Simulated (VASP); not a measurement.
A run of VASP 6.6.1 is set up as follows.

File INCAR:

```
PREC     = Accurate       # precision mode
ENCUT    = 520            # plane-wave cutoff, eV
EDIFF    = 1E-6           # SCF threshold, eV
ISMEAR   = 0              # smearing method
SIGMA    = 0.1            # smearing width, eV
LREAL    = False          # projectors in reciprocal space
LASPH    = True           # aspherical terms in the spheres
NELM     = 100            # most SCF steps
ALGO     = Fast           # electronic algorithm
ISIF     = 2              # what is computed and relaxed
LWAVE    = False          # write WAVECAR
LCHARG   = False          # write CHGCAR
GGA      = PS             # functional
NBANDS   = 17             # bands
```

File KPOINTS:

```
Automatic mesh
0
Gamma
  16 16 16
```

The input POSCAR:

```
Pt
1.0
    0.0000000000      2.8438792219      2.8438792219
    2.8438792219      0.0000000000      2.8438792219
    2.8438792219      2.8438792219      0.0000000000
Pt
2
Direct
    0.0000000000      0.0000000000      0.0000000000
    0.2500000000      0.2500000000      0.2500000000
```

Potentials or basis: VASP PAW PBE potentials, release 64 (Pt).

Run with:

```sh
$ cat potpaw_PBE.64/Pt/POTCAR > POTCAR
$ mpirun -np 1 vasp_std > vasp.out
```

(1) What does it give for the band gap on the k mesh?

(2) Predict the pressure.

## Answers

(1) zero (bands 10 and 11 overlap by 0.65 eV).

(2) -0.4 GPa.

Caveat: the PAW data sets were made with another functional, which shifts forces and pressure a little; spin-orbit coupling is left out, which moves the levels of the heavy elements.
